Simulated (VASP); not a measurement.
Here is a VASP 6.6.1 calculation.

The input POSCAR:

```
TiO
1.0
    2.8516080131      0.0000000000      0.0000000000
   -1.4258040066      2.4695649810      0.0000000000
    0.0000000000      0.0000000000      5.5675030000
Ti O
2 2
Direct
    0.3333333333      0.6666666667      0.2500000000
    0.6666666667      0.3333333333      0.7500000000
    0.0000000000      0.0000000000      0.0000000000
    0.0000000000      0.0000000000      0.5000000000
```

INCAR.step1

```
PREC = Accurate
ENCUT = 910
ISMEAR = 0
SIGMA = 0.1
LREAL = F
LASPH = T
NELM = 120
NBANDS = 26
GGA = PE
ALGO = Normal
EDIFF = 1E-5
LWAVE = T
LCHARG = F
GGA_COMPAT = F
```

The input INCAR.step2:

```
PREC = Accurate
ENCUT = 910
EDIFF = 1E-6
ISMEAR = 0
SIGMA = 0.1
LREAL = F
LASPH = T
NELM = 120
ALGO = Normal
ISIF = 2
LWAVE = F
LCHARG = T
METAGGA = R2SCAN
LMIXTAU = T
LELF = T
LVHAR = T
NBANDS = 26
ISTART = 1
GGA_COMPAT = F
```

Contents of KPOINTS:

```
regular mesh
0
Gamma
  3 3 2
```

Potentials or basis: VASP PAW PBE potentials, release 64 (Ti_sv, O_h).

Run with:

```console
$ cat potpaw_PBE.64/Ti_sv/POTCAR potpaw_PBE.64/O_h/POTCAR > POTCAR
$ cp INCAR.step1 INCAR
$ mpirun -np 1 vasp_std > vasp.out
$ cp INCAR.step2 INCAR
$ mpirun -np 1 vasp_std > vasp.out
```

What does it give for the band gap on the k mesh?

Zero (filled and empty bands touch).

What does it give for the pressure?

-2.6 GPa.

Stress tensor (GPa, compression positive):
```
-3.22  0.00  0.00
 0.00 -3.22  0.00
 0.00  0.00 -1.45
```

Caveat: the k points lie up to 0.85 Å⁻¹ apart; the cutoff is under 1.25 times the usual one of these potentials, so pressure, stress and relaxed cells hold a basis-set (Pulay) error; the PAW data sets were made with another functional, which shifts forces and pressure a little; semilocal functionals often make such compounds metallic where correlation or magnetic order opens a gap, which also shifts bond lengths.
